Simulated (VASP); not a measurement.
Input of a VASP 6.6.1 run:

File INCAR:

```
  ALGO = Normal
  EDIFF = 1E-7
  ENCUT = 520
  GGA = PE
  ISIF = 2
  ISMEAR = 0
  LASPH = True
  LCHARG = False
  LREAL = False
  LWAVE = False
  NBANDS = 41
  NELM = 60
  PREC = Accurate
  SIGMA = 0.1
```

The input KPOINTS:

```
k-points
0
Gamma
  4 2 4
```

The input POSCAR:

```
BeZn3Se4
1.0
    3.8724243600      0.0000000000      0.0000000000
    0.0000000000      7.7448487300      0.0000000000
    0.0000000000      0.0000000000      5.4764350500
Be Zn Se
1 3 4
Direct
    0.0000000000      0.5000000000      0.0000000000
    0.0000000000      0.0000000000      0.0000000000
    0.5000000000      0.7500000000      0.5000000000
    0.5000000000      0.2500000000      0.5000000000
    0.0000000000      0.2500000000      0.2500000000
    0.0000000000      0.7500000000      0.2500000000
    0.5000000000      0.0000000000      0.7500000000
    0.5000000000      0.5000000000      0.7500000000
```

Potentials or basis: VASP PAW PBE potentials, release 64 (Be, Zn, Se).

Command:

```sh
$ cat potpaw_PBE.64/Be/POTCAR potpaw_PBE.64/Zn/POTCAR potpaw_PBE.64/Se/POTCAR > POTCAR
$ mpirun -np 1 vasp_std > vasp.out
```

(1) Estimate the largest force.

(2) Estimate the band gap on the k mesh.

(3) Estimate the pressure.

Results:

(1) 1.777 eV/Å.

(2) 2.01 eV.

(3) 6.1 GPa.

Caveat: the cell stands under pressure; forces of over 1 eV/Å act on the atoms, so gaps and moduli don't describe the material at rest.
